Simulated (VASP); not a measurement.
Write the native input for VASP 6.6.1 that does the following.

```
Task                   : single point
Functional             : PBEsol
Potentials or basis    : VASP PAW PBE potentials, release 64 (Sn_d, Se)
Cutoff                 : 500 eV
k mesh                 : 8 × 8 × 4
Occupations            : gaussian, width 0.01 eV
Spin                   : no spin polarisation
Dipole correction      : no
Further INCAR settings : ALGO = Normal; EDIFF = 1e-06; NBANDS = 20
```

The structure of SnSe2 lies in POSCAR:

```
SnSe2
1.0
    3.7807525312      0.0000000000      0.0000000000
   -1.8903762656      3.2742277375      0.0000000000
    0.0000000000      0.0000000000      6.2260644225
Sn Se
1 2
Direct
    0.0000000000      0.0000000000      0.0000000000
    0.3333333333      0.6666666667      0.2567395058
    0.6666666667      0.3333333333      0.7432604942
```

This cell differs from its parent crystal: in-plane strain -0.01, then relaxed in part.

These files were run (other wordings do the same):

INCAR

```
SYSTEM = SnSe2
PREC     = Accurate       ! precision mode
ENCUT    = 500            ! plane-wave cutoff, eV
EDIFF    = 1E-6           ! SCF threshold, eV
ISMEAR   = 0              ! smearing method
SIGMA    = 0.01           ! smearing width, eV
LREAL    = .False.        ! projectors in reciprocal space
LASPH    = .True.         ! aspherical terms in the spheres
NELM     = 120            ! most SCF steps
ALGO     = Normal         ! electronic algorithm
ISIF     = 2              ! what is computed and relaxed
LWAVE    = .False.        ! write WAVECAR
LCHARG   = .False.        ! write CHGCAR
GGA      = PS             ! functional
NBANDS   = 20             ! bands
GGA_COMPAT= .False.
```

KPOINTS

```
regular mesh
0
Gamma
  8 8 4
  0 0 0
```

Potentials or basis: VASP PAW PBE potentials, release 64 (Sn_d, Se).

Command:

```bash
$ cat potpaw_PBE.64/Sn_d/POTCAR potpaw_PBE.64/Se/POTCAR > POTCAR
$ mpirun -np 1 vasp_std > vasp.out
```

It gave:

```
Pressure               : 0.9 GPa
Largest force          : 0.021 eV/Å
Band gap on the k mesh : 0.58 eV (least direct gap 1.14 eV)
```

Caveat: the cell differs from its parent crystal (in-plane strain -0.01, then relaxed in part); the PAW data sets were made with another functional, which shifts forces and pressure a little; spin-orbit coupling is left out, which moves the levels of the heavy elements; this functional lacks dispersion, which binds the layers, so the pressure and a relaxed spacing across them are unreliable.

Wall time 57 s on 1 thread of Intel Xeon 8259CL (shared host), peak memory 0.21 GiB.
